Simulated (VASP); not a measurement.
Si4Mo2N: relaxation of the atoms with PBE

Si4Mo2N, a slab with vacuum:

```
Si Mo N
1.0
     3.21697    0.00000    0.00000
     0.00000    3.21697    0.00000
     0.00000    0.00000   21.87880
Si Mo N
4 2 1
Direct
  0.00000 0.00000 0.18283
  0.00000 0.00000 0.30151
  0.50000 0.50000 0.35937
  0.50000 0.50000 0.47438
  0.50000 0.50000 0.24217
  0.00000 0.00000 0.41929
  0.50000 0.87500 0.52836
```

```yaml
Program: VASP 6.6.1
Task: relaxation of the atoms
Functional: PBE
Potentials_or_basis: VASP PAW PBE potentials, release 64 (Si, Mo_sv, N)
Cutoff: 520 eV
k_mesh: 8 × 8 × 1
Occupations: gaussian, width 0.1 eV
Spin: no spin polarisation
Dipole_correction: yes
Atoms_held_fixed_from_0: "[0, 1, 2, 3, 4, 5]"
Further_INCAR_settings: ALGO = Fast; EDIFF = 1e-06; IBRION = 2; EDIFFG = -0.025; NSW = 36
Atoms_held_along_some_axes_from_0: atom 6 along a and b
```

```json
{
 "Energy gained by relaxing": "19.2 meV/atom",
 "Ionic steps": "3",
 "Band gap on the k mesh": "zero (an odd number of electrons rules out a gap without spin polarisation)"
}
```

The path:
```csv
step,energy change (eV),largest force on free atoms (eV/Å),pressure (GPa)
1,0.0000,1.9881,-1.13
2,-0.1251,0.5659,-0.29
3,-0.1345,0.0001,0.04
```

Final structure:
```yaml
crystal:
  lattice:
    - [3.21697, 0.00000, 0.00000]
    - [0.00000, 3.21697, 0.00000]
    - [0.00000, 0.00000, 21.87880]
  atoms:
    - { symbol: Si, position: [0.00000, 0.00000, 0.18283] }
    - { symbol: Si, position: [0.00000, 0.00000, 0.30151] }
    - { symbol: Si, position: [0.50000, 0.50000, 0.35937] }
    - { symbol: Si, position: [0.50000, 0.50000, 0.47438] }
    - { symbol: Mo, position: [0.50000, 0.50000, 0.24217] }
    - { symbol: Mo, position: [0.00000, 0.00000, 0.41929] }
    - { symbol: N, position: [0.50000, 0.87500, 0.52246] }
```

Levels at points of the mesh, in eV from the Fermi level:
```tsv
k point	band 21	band 22	band 23	band 24	band 25	band 26	band 27	band 28
(0.00, 0.00, 0.00)	-1.63	-0.63	-0.15	-0.05	0.30	0.67	1.00	1.59
(0.50, 0.00, 0.00)	-1.94	-1.77	-0.44	-0.30	-0.22	-0.16	1.54	2.41
(0.00, 0.50, 0.00)	-1.82	-1.76	-1.35	-0.24	-0.22	0.38	1.96	2.36
(0.50, 0.50, 0.00)	-2.31	-1.73	-1.68	-1.38	0.47	1.47	1.78	2.21
```

It took 9.7 min on 1 thread of Oxide Virtual Turin-like Processor, with other jobs on the host, peak memory 0.37 GiB.
